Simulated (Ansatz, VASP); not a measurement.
## MgO: VASP beside Ansatz

Contents of POSCAR:

```
MgO
1.0
    0.0000000000      2.1351491430      2.1351491430
    2.1351491430      0.0000000000      2.1351491430
    2.1351491430      2.1351491430      0.0000000000
Mg O
1 1
Direct
    0.0000000000      0.0000000000      0.0000000000
    0.5000000000      0.5000000000      0.5000000000
```

File INCAR.step1:

```
PREC = Accurate ; ENCUT = 520
EDIFF = 1E-5 ; ISMEAR = 0
SIGMA = 0.05 ; LREAL = F
LASPH = T ; NELM = 100
ALGO = Normal ; ISIF = 2
LWAVE = T ; GGA = PE
NBANDS = 11
```

INCAR.step2

```
PREC = Accurate ; ENCUT = 520
EDIFF = 1E-6 ; ISMEAR = 0
SIGMA = 0.05 ; LREAL = F
LASPH = T ; NELM = 100
ALGO = Normal ; ISIF = 2
LWAVE = F ; LCHARG = T
GGA = PE ; LHFCALC = T
AEXX = 0.25 ; PRECFOCK = Normal
LELF = T ; LVHAR = T
ISTART = 1 ; NBANDS = 11
```

KPOINTS

```
Automatic mesh
0
Gamma
  6 6 6
```

Input for Ansatz:

```yaml
crystal:
  lattice:
    - [0.0, 2.135149143, 2.135149143]
    - [2.135149143, 0.0, 2.135149143]
    - [2.135149143, 2.135149143, 0.0]
  atoms:
    - { symbol: Mg, position: [0.0, 0.0, 0.0] }
    - { symbol: O, position: [0.5, 0.5, 0.5] }
basis:
  ecutwfc: 420
  ecutrho_ratio: 4
kpoints:
  mp_grid: { grid: [6, 6, 6] }
hamiltonian:
  xc: pbe0
scf:
  occupations: { method: gaussian, width: 0.05 }
  n_extra_bands: 9
output:
  forces: true
  stress: true
  eigenvalues: true
  populations: true
  dos: { projected: true, de: 0.02 }
```

Alike in both runs: task single point; functional PBE0; k mesh 6 × 6 × 6; occupations gaussian, width 0.05 eV; no spin polarisation.

```csv
,VASP,Ansatz
version,VASP 6.6.1,Ansatz 0.2.0
potentials or method,"VASP PAW PBE potentials, release 64 (Mg, O), cutoff 520 eV","scalar-relativistic, plane waves, PAW"
valence electrons in the cell,8,16
```

Ansatz gave:

```
gap on the k mesh at the Fermi level (eV) : 6.79
least direct gap on the mesh (eV)         : 6.79
pressure (GPa)                            : -7.3
```

**Question.** Estimate VASP's values.

**Answer.** gap on the k mesh at the Fermi level (eV): 6.77; least direct gap on the mesh (eV): 6.77; pressure (GPa): -7.8.

VASP's potentials hold 8 valence electrons a cell and Ansatz's 16, so a difference there can come from the potentials and not from the codes. Ansatz's warnings: stress exchange threshold loose, stress scf threshold loose.

The k mesh is coarse, so the values compare programs but aren't converged.
